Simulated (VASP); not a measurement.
# Co (P6_3/mmc) in VASP: notebook, part 2 of 2

VASP 6.6.1. The steps go on from the part before.

### Step 3. Single point, revPBE, collinear spin, ferromagnetic start

The input, INCAR:

```
SYSTEM = Co
PREC     = Accurate       ! precision mode
ENCUT    = 520            ! plane-wave cutoff, eV
EDIFF    = 1E-6           ! SCF threshold, eV
ISMEAR   = -1             ! smearing method
SIGMA    = 0.05           ! smearing width, eV
LREAL    = .FALSE.        ! projectors in reciprocal space
LASPH    = .TRUE.         ! aspherical terms in the spheres
NELM     = 150            ! most SCF steps
ALGO     = Normal         ! electronic algorithm
ISIF     = 2              ! what is computed and relaxed
LWAVE    = .FALSE.        ! write WAVECAR
LCHARG   = .FALSE.        ! write CHGCAR
ISPIN    = 2              ! spin polarisation
MAGMOM   = 2 2 2 2        ! initial moments
LORBIT   = 11             ! projections on sites
LMAXMIX  = 4              ! l up to which the mixer works
GGA      = RE             ! functional
NBANDS   = 30             ! bands
```

The input, KPOINTS:

```
Automatic mesh
0
G
  12 12 4
  0 0 0
```

The input, POSCAR:

```
Co
1.0
    2.4371717178      0.0000000000      0.0000000000
   -1.2185858589      2.1106526210      0.0000000000
    0.0000000000      0.0000000000      7.9789199430
Co
4
Direct
    0.6666666667      0.3333333333      0.7500000000
    0.0000000000      0.0000000000      0.5000000000
    0.3333333333      0.6666666667      0.2500000000
    0.0000000000      0.0000000000      0.0000000000
```

Potentials or basis: VASP PAW PBE potentials, release 64 (Co).

Started as:

```
$ cat potpaw_PBE.64/Co/POTCAR > POTCAR
$ mpirun -np 1 vasp_std > vasp.out
```

OUTCAR:

```text
SYSTEM = Co
   PREC = Accurate
   ENCUT = 520
   EDIFF = 1E-6
   ISMEAR = -1
   LREAL = .FALSE.
   LASPH = .TRUE.
   NELM = 150
   ISIF = 2
   ISPIN = 2
   LORBIT = 11
   GGA = RE

 ion  position               nearest neighbor table
   1  0.667  0.333  0.750-   2 2.44   4 2.44   2 2.44   4 2.44   2 2.44   4 2.44
   2  0.000  0.000  0.500-   1 2.44   3 2.44   1 2.44   3 2.44   1 2.44   3 2.44
   3  0.333  0.667  0.250-   2 2.44   4 2.44   2 2.44   4 2.44   2 2.44   4 2.44
   4  0.000  0.000  0.000-   1 2.44   3 2.44   1 2.44   3 2.44   1 2.44   3 2.44

  LATTYP: Found a hexagonal cell.
 ALAT       =     2.4371717178
 C/A-ratio  =     3.2738439744

  Lattice vectors:

 A1 = (   2.4371717178,   0.0000000000,   0.0000000000)
 A2 = (  -1.2185858589,   2.1106526210,   0.0000000000)
 A3 = (   0.0000000000,   0.0000000000,   7.9789199430)

Analysis of symmetry for initial positions (statically):
=====================================================================
 Subroutine PRICEL returns:
 Original cell was already a primitive cell.

 Routine SETGRP: Setting up the symmetry group for a
 hexagonal supercell.

 Subroutine GETGRP returns: Found 24 space group operations
 (whereof 12 operations were pure point group operations)
 out of a pool of 24 trial point group operations.

The static configuration has the point symmetry D_3d.
 The point group associated with its full space group is D_6h.

Analysis of symmetry for dynamics (positions and initial velocities):
=====================================================================
 Subroutine PRICEL returns:
 Original cell was already a primitive cell.

 Routine SETGRP: Setting up the symmetry group for a
 hexagonal supercell.

 Subroutine GETGRP returns: Found 24 space group operations
 (whereof 12 operations were pure point group operations)
 out of a pool of 24 trial point group operations.

The dynamic configuration has the point symmetry D_3d.
 The point group associated with its full space group is D_6h.

Analysis of structural, dynamic, and magnetic symmetry:
=====================================================================
[... 159 lines left out ...]

  energy without entropy =      -26.27538265  energy(sigma->0) =      -26.29280265

 E-fermi :  11.2338     XC(G=0): -13.6587

 val. band max:       11.2289572329   @ k =   0.0833   0.0833   0.2500
 cond. band min:      11.2383187744   @ k =   0.0833  -0.0000   0.2500
 fundamental gap:      0.0093615416
 Fermi energy:        11.2338158931

 spin component 1

 k-point     1 :       0.0000    0.0000    0.0000
  band No.  band energies     occupation
      1       1.9384      1.00000
      2       4.2105      1.00000
      3       4.2367      1.00000
      4       5.7660      1.00000
      5       8.0629      1.00000
      6       8.0996      1.00000
[... 781 lines left out ...]
     29      26.4790      0.00000
     30      27.3418      0.00000

 [... further k-points ...]

 spin component 2

 k-point     1 :       0.0000    0.0000    0.0000
  band No.  band energies     occupation
      1       1.9264      1.00000
      2       4.2870      1.00000
      3       4.2899      1.00000
      4       6.6748      1.00000
      5       9.3840      1.00000
      6       9.4487      1.00000
[... 781 lines left out ...]
     29      26.8332      0.00000
     30      27.7263      0.00000

 [... further k-points ...]
[... 5 lines left out ...]
  --------------------------------------------------------------------------------------
  -------------------------------------------------------------------------------------
  Total        5.0342497      5.0342497      3.9942630      0.0000000      0.0000000      0.0000000
  in kB      196.5161889    196.5161889    155.9194303      0.0000000      0.0000000      0.0000000
  external PRESSURE =     182.9839360 kB  Pullay stress =       0.0000000 kB

 VOLUME and BASIS-vectors are now :
 -----------------------------------------------------------------------------
  energy-cutoff  :      520.00
  volume of cell :       41.04
      direct lattice vectors                 reciprocal lattice vectors
     2.437171718  0.000000000  0.000000000     0.410311671  0.236893554  0.000000000
    -1.218585859  2.110652621  0.000000000     0.000000000  0.473787107  0.000000000
     0.000000000  0.000000000  7.978919943     0.000000000  0.000000000  0.125330246

 POSITION                                       TOTAL-FORCE (eV/Angst)
 -----------------------------------------------------------------------------------
      1.21859      0.70355      5.98419        -0.000000     -0.000000     -0.000000
      0.00000      0.00000      3.98946         0.000000      0.000000     -0.000000
     -0.00000      1.40710      1.99473         0.000000      0.000000      0.000000
      0.00000      0.00000      0.00000         0.000000      0.000000     -0.000000
 -----------------------------------------------------------------------------------
    total drift:                                0.000000     -0.000000      0.000000

  FREE ENERGIE OF THE ION-ELECTRON SYSTEM (eV)
  ---------------------------------------------------
  free  energy   TOTEN  =       -26.3102226479 eV

  energy  without entropy=      -26.2753826548  energy(sigma->0) =      -26.29280265

 total charge

# of ion       s       p       d       tot
------------------------------------------
    1        0.516   0.577   7.293   8.386
    2        0.517   0.573   7.302   8.391
    3        0.516   0.577   7.293   8.386
    4        0.517   0.573   7.302   8.391
--------------------------------------------------
tot          2.065   2.300  29.189  33.555

 magnetization (x)

# of ion       s       p       d       tot
------------------------------------------
    1       -0.015  -0.055   1.694   1.624
    2       -0.015  -0.052   1.670   1.603
    3       -0.015  -0.055   1.694   1.624
    4       -0.015  -0.052   1.670   1.603
--------------------------------------------------
tot         -0.059  -0.215   6.729   6.454
```

Wall time 83 s (1 thread of Intel Xeon 6975P-C (Granite Rapids), shared host); peak memory 0.22 GiB.

Results:

```
Free energy                                           : -26.3102 eV
Pressure                                              : 18.3 GPa
Net moment                                            : 6.42 μB per cell
Site moments                                          : Co +1.62, +1.60 (each value once) μB
Valence electrons inside the program's atomic spheres : Co 8.39
```

Stress tensor (GPa, compression positive):
```
19.65  0.00  0.00
 0.00 19.65  0.00
 0.00  0.00 15.59
```

Caveat: the cell stands under pressure; the PAW data sets were made with another functional, which shifts forces and pressure a little.

### Step 4. Relaxation of cell and atoms, LDA, collinear spin, ferromagnetic start

This run uses another cell than the first one, of 10.69 Å³/atom.

The input, INCAR:

```
SYSTEM = Co
PREC = Accurate
ENCUT = 600
EDIFF = 1E-7
ISMEAR = -1
SIGMA = 0.05
LREAL = .False.
LASPH = .True.
NELM = 150
ALGO = Normal
ISIF = 3
LWAVE = .False.
LCHARG = .False.
ISPIN = 2
MAGMOM = 2 2 2 2
LORBIT = 11
LMAXMIX = 4
GGA = CA
IBRION = 2
NSW = 60
EDIFFG = -0.01
```

The input, KPOINTS:

```
regular mesh
0
Gamma
  12 12 4
  0 0 0
```

The input, POSCAR:

```
Co
1.0
    2.4705617809      0.0000000000      0.0000000000
   -1.2352808905      2.1395692639      0.0000000000
    0.0000000000      0.0000000000      8.0882338000
Co
4
Direct
    0.6666666667      0.3333333333      0.7500000000
    0.0000000000      0.0000000000      0.5000000000
    0.3333333333      0.6666666667      0.2500000000
    0.0000000000      0.0000000000      0.0000000000
```

Potentials or basis: VASP PAW LDA potentials, release 64 (Co).

Started as:

```
$ cat potpaw_LDA.64/Co/POTCAR > POTCAR
$ mpirun -np 1 vasp_std > vasp.out
```

Wall time 4.8 min (1 thread of Intel Xeon 6975P-C (Granite Rapids), shared host); peak memory 0.24 GiB.

It converged, with:

- Free energy: -32.4695 eV
- Relaxed volume: 9.97 Å³/atom
- Relaxed cell: a = 2.422 Å, b = 2.422 Å, c = 7.856 Å, α = 90.00°, β = 90.00°, γ = 120.00°
- Space group after relaxing (to 0.1 Å): P6_3/mmc (No. 194)
- Energy gained by relaxing: 38.6 meV/atom
- Ionic steps: 5
- Pressure after relaxing: 0.0 GPa
- Net moment: 5.93 μB per cell
- Site moments: Co +1.48, +1.46 (each value once) μB
- Valence electrons inside the program's atomic spheres: Co 8.46

Step by step:
```tsv
step	energy change (eV)	largest force (eV/Å)	pressure (GPa)	volume (Å³)
1	0.0000	0.0000	-15.83	42.75
2	0.1159	0.0000	26.86	36.55
3	-0.1536	0.0000	-0.53	39.97
4	-0.1538	0.0000	0.07	39.89
5	-0.1545	0.0000	-0.04	39.90
```

Final structure:
```
CELL_PARAMETERS angstrom
2.42177 0.00000 0.00000
-1.21089 2.09732 0.00000
0.00000 0.00000 7.85550
ATOMIC_POSITIONS crystal
Co 0.66667 0.33333 0.75000
Co 0.00000 0.00000 0.50000
Co 0.33333 0.66667 0.25000
Co 0.00000 0.00000 0.00000
```

Levels at points of the mesh, in eV from the Fermi level:
Spin up:
```csv
k point,band 19,band 20,band 21,band 22,band 23,band 24
"(0.00, 0.00, 0.00)",-1.23,-0.88,-0.88,-0.43,-0.43,-0.19
"(0.50, 0.00, 0.00)",-0.18,-0.15,0.33,1.50,2.90,3.52
"(0.00, 0.00, 0.50)",-1.40,-1.40,-0.63,-0.63,-0.63,-0.63
"(0.50, 0.00, 0.50)",-0.21,-0.21,1.55,1.55,3.17,3.17
```
Spin down:
| k point | band 11 | band 12 | band 13 | band 14 | band 15 | band 16 | band 17 | band 18 |
| --- | --- | --- | --- | --- | --- | --- | --- | --- |
| (0.00, 0.00, 0.00) | -1.28 | -1.04 | -1.04 | -0.97 | -0.97 | -0.10 | -0.10 | 0.00 |
| (0.50, 0.00, 0.00) | -0.92 | -0.23 | -0.21 | 0.72 | 1.19 | 1.20 | 1.25 | 1.27 |
| (0.00, 0.00, 0.50) | -1.28 | -1.28 | -1.14 | -1.14 | -1.14 | -1.14 | 0.12 | 0.12 |
| (0.50, 0.00, 0.50) | -0.89 | -0.89 | -0.24 | -0.24 | 0.80 | 0.80 | 1.21 | 1.21 |

### Step 5. Summary

```csv
task,level,potentials or basis,cell,cutoff (eV),gap on the mesh (eV),pressure (GPa),moment (μB)
single point,PBEsol+D3(BJ),"VASP PAW PBE potentials, release 64 (Co)","a = 2.437, b = 2.437, c = 7.979 Å, angles 90.0, 90.0, 120.0°, 4 atoms",520,none,-3.9,6.32
single point,revPBE,"VASP PAW PBE potentials, release 64 (Co)","a = 2.437, b = 2.437, c = 7.979 Å, angles 90.0, 90.0, 120.0°, 4 atoms",520,none,18.3,6.42
relaxation of cell and atoms,LDA,"VASP PAW LDA potentials, release 64 (Co)","relaxed from a = 2.471, b = 2.471, c = 8.088 Å, angles 90.0, 90.0, 120.0°, 4 atoms",600,none,0.0,5.93
```

Alike in all rows: spin collinear, ferromagnetic start; k mesh 12 × 12 × 4; smearing fermi-dirac 0.05 eV.

Caveats: the PAW data sets were made with another functional, which shifts forces and pressure a little (at least some runs); the cell stands under tension (at least some runs); the cell stands under pressure (at least some runs).

Total energies depend on the potentials used, so only differences within one code and one set of settings carry meaning.
